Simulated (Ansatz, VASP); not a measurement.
One calculation of PbSe, two programs

```
Pb Se
1.0
    -0.03062    3.04684    3.04684
     3.04684   -0.03062    3.04684
     3.04684    3.04684   -0.03062
Pb Se
1 1
Direct
  0.00000 0.00000 0.00000
  0.50000 0.50000 0.50000
```

Change from the starting cell: equal xy, yz and zx shear strains of -1 %.

Alike in both runs: task single point; functional PBEsol; k mesh 9 × 9 × 9; occupations fermi-dirac, width 0.01 eV; no spin polarisation.

```csv
,VASP,Ansatz
version,VASP 6.6.1,Ansatz 0.2.0
potentials or method,"VASP PAW PBE potentials, release 64 (Pb_d, Se), cutoff 520 eV","all-electron LAPW, scalar-relativistic"
```

|  | VASP | Ansatz | Ansatz less VASP |
| --- | --- | --- | --- |
| gap on the k mesh at the Fermi level (eV) | 0.56 | 0.56 | -0.001 |
| pressure (GPa) | -0.6 | -0.6 | +0.01 |
| traceless stress, the component that is largest in VASP (GPa) | 0.17 | 0.17 | 0.000 |

VASP's potentials were made for PBE, not for PBEsol. Ansatz ran all-electron here, and VASP with PAW potentials.

Neither program's run includes spin-orbit coupling.
